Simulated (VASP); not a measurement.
Wanted: the native input for a VASP 6.6.1 run.

```
Task                   : single point
Functional             : PBE
Potentials or basis    : VASP PAW PBE potentials, release 64 (Ti_sv, B)
Cutoff                 : 500 eV
k mesh                 : 6 × 6 × 6
Occupations            : gaussian, width 0.1 eV
Spin                   : no spin polarisation
Dipole correction      : no
Further INCAR settings : ALGO = Normal; EDIFF = 1e-06; NBANDS = 16
```

The structure of TiB2 lies in POSCAR:

```
TiB2
1.0
    3.0291981600      0.0000000000      0.0000000000
   -1.5145990800      2.6233625600      0.0000000000
    0.0000000000      0.0000000000      3.2283999900
Ti B
1 2
Direct
    0.0000000000      0.0000000000      0.0000000000
    0.3333333300      0.6666666700      0.5000000000
    0.6666666700      0.3333333300      0.5000000000
```

These files were run (other wordings do the same):

INCAR

```
SYSTEM = TiB2
PREC = Accurate
ENCUT = 500
EDIFF = 1E-6
ISMEAR = 0
SIGMA = 0.1
LREAL = .False.
LASPH = .True.
NELM = 120
ALGO = Normal
ISIF = 2
LWAVE = .False.
LCHARG = .True.
GGA = PE
LELF = .True.
LVHAR = .True.
NBANDS = 16
GGA_COMPAT = .False.
```

KPOINTS

```
Automatic mesh
0
Gamma
  6 6 6
  0 0 0
```

Potentials or basis: VASP PAW PBE potentials, release 64 (Ti_sv, B).

Launch:

```console
$ cat potpaw_PBE.64/Ti_sv/POTCAR potpaw_PBE.64/B/POTCAR > POTCAR
$ mpirun -np 1 vasp_std > vasp.out
```

Results of the run:

| Item | Value |
| --- | --- |
| Pressure | 0.7 GPa |
| Band gap on the k mesh | zero (band 9 reaches 10.18 eV, above the bottom of band 10 at 9.79 eV) |

Caveat: the k points lie up to 0.40 Å⁻¹ apart.

It took 4.9 s on 1 thread of Intel(R) Xeon(R) 6975P-C (Granite Rapids), with other jobs on the host, peak memory 0.14 GiB.
